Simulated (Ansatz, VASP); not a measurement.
## GaSb in VASP and in Ansatz

```
Sb Ga
1.0
    -1.58642    2.72747    2.95006
     1.58642   -2.72747    2.95006
     1.58642    2.72747   -2.95006
Sb Ga
1 1
Cartesian
  0.0000 0.0000 2.9501
  0.0000 0.0000 0.0000
```

Change from the starting cell: volume scaled by 1.06.

Alike in both runs: task single point; functional PBE; k mesh 10 × 10 × 10; occupations fermi-dirac, width 0.05 eV; no spin polarisation.

|  | VASP | Ansatz |
| --- | --- | --- |
| version | VASP 6.6.1 | Ansatz 0.2.0 |
| potentials or method | VASP PAW PBE potentials, release 64 (Sb, Ga_d), cutoff 520 eV | all-electron LAPW, scalar-relativistic |

|  | VASP | Ansatz | Ansatz less VASP |
| --- | --- | --- | --- |
| gap on the k mesh at the Fermi level (eV) | none | none | - |
| pressure (GPa) | -2.7 | -2.7 | +0.01 |
| traceless stress, the component that is largest in VASP (GPa) | 0.74 | 0.76 | +0.025 |

A gap of «none» marks a metal or a gap that the smearing closes. Ansatz ran all-electron here, and VASP with PAW potentials.

Spin-orbit coupling is off throughout.
